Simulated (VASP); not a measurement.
Input of a VASP 6.6.1 run:

File INCAR:

```
ALGO = Normal ; EDIFF = 1E-6
ENCUT = 630 ; GGA = PE
GGA_COMPAT = False ; ISIF = 2
ISMEAR = -1 ; LASPH = True
LCHARG = True ; LELF = True
LREAL = False ; LVHAR = True
LWAVE = False ; NBANDS = 37
NELM = 120 ; PREC = Accurate
SIGMA = 0.08
```

The input KPOINTS:

```
k-points
0
Gamma
  7 7 10
```

File POSCAR:

```
Cd
1.0
    3.7915226366      0.0000000000      0.0000000000
   -1.8957613183      3.2835549223      0.0000000000
    0.0000000000      0.0000000000      2.2795050903
Cd
3
Direct
    0.0000000000      0.0000000000      0.0000000000
    0.3333333333      0.6666666667      0.5000000000
    0.6666666667      0.3333333333      0.5000000000
```

Potentials or basis: VASP PAW PBE potentials, release 64 (Cd_sv_GW).

The run is started by

```bash
$ cat potpaw_PBE.64/Cd_sv_GW/POTCAR > POTCAR
$ mpirun -np 1 vasp_std > vasp.out
```

Problem. Predict the band gap on the k mesh.

Solution. Zero (bands 30 and 31 overlap by 3.05 eV).

Problem. What does it give for the pressure?

Solution. 452.2 GPa.

Stress tensor (GPa, compression positive):
```
452.11   0.00   0.00
  0.00 452.11   0.00
  0.00   0.00 452.33
```

Caveat: the cell stands under pressure.
